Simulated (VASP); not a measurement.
Set up this calculation in VASP 6.6.1, as the native input.

```
Task                   : single point
Functional             : PBE
Potentials or basis    : VASP PAW PBE potentials, release 64 (Ga_d, N)
Cutoff                 : 520 eV
k mesh                 : 10 × 10 × 10
Occupations            : fermi-dirac, width 0.02 eV
Spin                   : no spin polarisation
Dipole correction      : no
Further INCAR settings : ALGO = Normal; EDIFF = 1e-06; NBANDS = 16
```

The structure of GaN lies in POSCAR:

```
GaN
1.0
    0.0000000000      2.2714420703      2.2714420703
    2.2714420703      0.0000000000      2.2714420703
    2.2714420703      2.2714420703      0.0000000000
Ga N
1 1
Direct
    0.0000000000      0.0000000000      0.0000000000
    0.2500000000      0.2500000000      0.2500000000
```

This cell differs from its parent crystal: strain +1.0%.

These files were run (other wordings do the same):

INCAR

```
SYSTEM = GaN
PREC = Accurate
ENCUT = 520
EDIFF = 1E-6
ISMEAR = -1
SIGMA = 0.02
LREAL = .False.
LASPH = .True.
NELM = 80
ALGO = Normal
ISIF = 2
LWAVE = .False.
LCHARG = .False.
GGA = PE
NBANDS = 16
```

KPOINTS

```
Automatic mesh
0
Gamma
  10 10 10
  0 0 0
```

Potentials or basis: VASP PAW PBE potentials, release 64 (Ga_d, N).

Run with:

```bash
$ cat potpaw_PBE.64/Ga_d/POTCAR potpaw_PBE.64/N/POTCAR > POTCAR
$ mpirun -np 1 vasp_std > vasp.out
```

It gave:

```
Pressure               : 0.7 GPa
Band gap on the k mesh : 1.57 eV, direct
```

Caveat: the cell differs from its parent crystal (strain +1.0%).

It took 41 s on 1 thread of Intel Xeon 6975P-C (shared host), peak memory 0.15 GiB.
